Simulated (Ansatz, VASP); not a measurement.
## Two plane-wave programs on W

```
W
1.0
     0.00000    2.01901    2.01901
     2.01901    0.00000    2.01901
     2.01901    2.01901    0.00000
W
1
Direct
  0.00000 0.00000 0.00000
```

Alike in both runs: task single point; functional PBE; k mesh 13 × 13 × 13; occupations fermi-dirac, width 0.1 eV; non-collinear spin, spin-orbit coupling.

```csv
,VASP,Ansatz
version,VASP 6.6.1,Ansatz 0.2.0
potentials or method,"VASP PAW PBE potentials, release 64 (W_sv), cutoff 520 eV","plane waves (420 eV) with PAW, fully relativistic with spin-orbit coupling"
valence electrons in the cell,14,14
```

```tsv
	VASP	Ansatz	Ansatz less VASP
net moment per atom (μB)	0.00	0.00	0.000
```
